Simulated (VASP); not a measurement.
TiB2, 3 atoms in the cell. The structure is hexagonal, space group P6/mmm (No. 191). Conventional cell: a = 3.026 Å, b = 3.026 Å, c = 3.229 Å, α = 90.00°, β = 90.00°, γ = 120.00°. Ti (site symmetry 6/mmm) has 12 B at 2.38 Å and 6 Ti at 3.03 Å within 3.1 Å. Within 2.4 Å of B (site symmetry -6m2) lie 3 B at 1.75 Å and 6 Ti at 2.38 Å. 

- Program: VASP 6.6.1
- Task: single point
- Functional: LDA
- Potentials or basis: VASP PAW LDA potentials, release 64 (Ti_sv, B)
- Cutoff: 520 eV
- k mesh: 6 × 6 × 6
- Occupations: gaussian, width 0.1 eV
- Spin: no spin polarisation
- Dipole correction: no
- Further INCAR settings: ALGO = Normal; EDIFF = 1e-06; NBANDS = 16

Potentials or basis: VASP PAW LDA potentials, release 64 (Ti_sv, B).

Launch:

```console
$ cat potpaw_LDA.64/Ti_sv/POTCAR potpaw_LDA.64/B/POTCAR > POTCAR
$ mpirun -np 1 vasp_std > vasp.out
```

Hardware: 1 thread of AMD EPYC 7R43 64-Core Processor (Zen 3), on a shared host.

How long does it take, and how much memory?

Wall time 16 s on 1 thread of AMD EPYC 7R43 64-Core Processor (Zen 3), with other jobs on the host, peak memory 0.1 GiB. Counts: scf iterations 13, k points 28.
